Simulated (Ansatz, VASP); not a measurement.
**Sn: VASP beside Ansatz**

```
Sn
1.0
     2.80235   -4.74947    0.00000
     2.80235    4.74947    0.00000
     0.00000    0.00000    5.61216
Sn
4
Cartesian
  2.8024 3.3009 0.4406
  2.8024 -1.4486 2.3655
  2.8024 -3.3009 5.1716
  2.8024 1.4486 3.2466
```

Alike in both runs: task relaxation of cell and atoms; functional PBEsol; k mesh 4 × 4 × 4; occupations gaussian, width 0.1 eV; no spin polarisation.

```csv
,VASP,Ansatz
version,VASP 6.6.1,Ansatz 0.2.0
potentials or method,"VASP PAW PBE potentials, release 64 (Sn_d), cutoff 600 eV","scalar-relativistic, plane waves, PAW"
valence electrons in the cell,56,56
```

Ansatz gave:

| Item | Value |
| --- | --- |
| gap on the k mesh at the Fermi level, each at its own relaxed structure (eV) | none |
| relaxed volume (Å³/atom) | 31.20 |
| relaxed cell length with the largest relative difference (Å) | 5.314 |

Q: Estimate VASP's values.

A: gap on the k mesh at the Fermi level, each at its own relaxed structure (eV): none; relaxed volume (Å³/atom): 31.20; relaxed cell length with the largest relative difference (Å): 5.291.

VASP's potentials were made for PBE, not for PBEsol. A gap of «none» marks a metal or a gap that the smearing closes.

Noted on VASP's run: the volume moved by over 15 % at a fixed basis, so the end points are rough.
